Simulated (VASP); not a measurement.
Set up this calculation in VASP 6.6.1, as the native input.

```yaml
Task: single point
Functional: PBE
Potentials_or_basis: VASP PAW PBE potentials, release 64 (Li_sv, F)
Cutoff: 750 eV
k_mesh: 2 × 2 × 2
Occupations: gaussian, width 0.01 eV
Spin: no spin polarisation
Dipole_correction: no
Further_INCAR_settings: ALGO = Normal; EDIFF = 1e-06; NBANDS = 12
```

The structure of LiF lies in POSCAR:

```
LiF
1.0
    0.0000000000      2.0050000000      2.0050000000
    2.0050000000      0.0000000000      2.0050000000
    2.0050000000      2.0050000000      0.0000000000
Li F
1 1
Direct
    0.0000000000      0.0000000000      0.0000000000
    0.5000000000      0.5000000000      0.5000000000
```

The input as run:

INCAR

```
SYSTEM = LiF
PREC = Accurate ; ENCUT = 750
EDIFF = 1E-6 ; ISMEAR = 0
SIGMA = 0.01 ; LREAL = .False.
LASPH = .True. ; NELM = 120
ALGO = Normal ; ISIF = 2
LWAVE = .False. ; LCHARG = .False.
GGA = PE ; NBANDS = 12
GGA_COMPAT = .False.
```

KPOINTS

```
regular mesh
0
Gamma
  2 2 2
  0 0 0
```

Potentials or basis: VASP PAW PBE potentials, release 64 (Li_sv, F).

The run is started by

```console
$ cat potpaw_PBE.64/Li_sv/POTCAR potpaw_PBE.64/F/POTCAR > POTCAR
$ mpirun -np 1 vasp_std > vasp.out
```

Results of the run:

- Pressure: 8.0 GPa
- Band gap on the k mesh: 9.04 eV, direct

Caveat: the k points lie up to 1.36 Å⁻¹ apart.

It took 4.9 s on 1 thread of Intel Xeon 6975P-C, with other jobs on the host, peak memory 0.14 GiB.
